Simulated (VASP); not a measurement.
A run of VASP 6.6.1:

File POSCAR:

```
Pd
1.0
   -1.5722810000      1.5722810000      1.5722810000
    1.5722810000     -1.5722810000      1.5722810000
    1.5722810000      1.5722810000     -1.5722810000
Pd
1
Direct
    0.0000000000      0.0000000000      0.0000000000
```

File INCAR.step1:

```
PREC = Accurate
ENCUT = 600
EDIFF = 1E-5
ISMEAR = -1
SIGMA = 0.05
LREAL = False
LASPH = True
NELM = 80
ALGO = Normal
LWAVE = True
LCHARG = False
GGA = PE
NBANDS = 11
```

File INCAR.step2:

```
PREC = Accurate
ENCUT = 600
EDIFF = 1E-6
ISMEAR = -1
SIGMA = 0.05
LREAL = False
LASPH = True
NELM = 80
ALGO = Normal
ISIF = 3
LWAVE = False
LCHARG = False
GGA = PE
LHFCALC = True
AEXX = 0.25
HFSCREEN = 0.3
PRECFOCK = Normal
IBRION = 2
NSW = 60
EDIFFG = -0.01
ISTART = 1
```

File KPOINTS:

```
Automatic mesh
0
Gamma
  6 6 6
```

Potentials or basis: VASP PAW PBE potentials, release 64 (Pd).

Command:

```sh
$ cat potpaw_PBE.64/Pd/POTCAR > POTCAR
$ cp INCAR.step1 INCAR
$ mpirun -np 1 vasp_std > vasp.out
$ cp INCAR.step2 INCAR
$ mpirun -np 1 vasp_std > vasp.out
```

Hardware: 1 thread of AMD EPYC 7R13, on a shared host.

Task: Estimate the wall time of this run.

Result: Run time: 31 min on 1 thread of AMD EPYC 7R13, with other jobs on the host, peak memory 0.26 GiB. Counts: k points 16, ion steps 3.
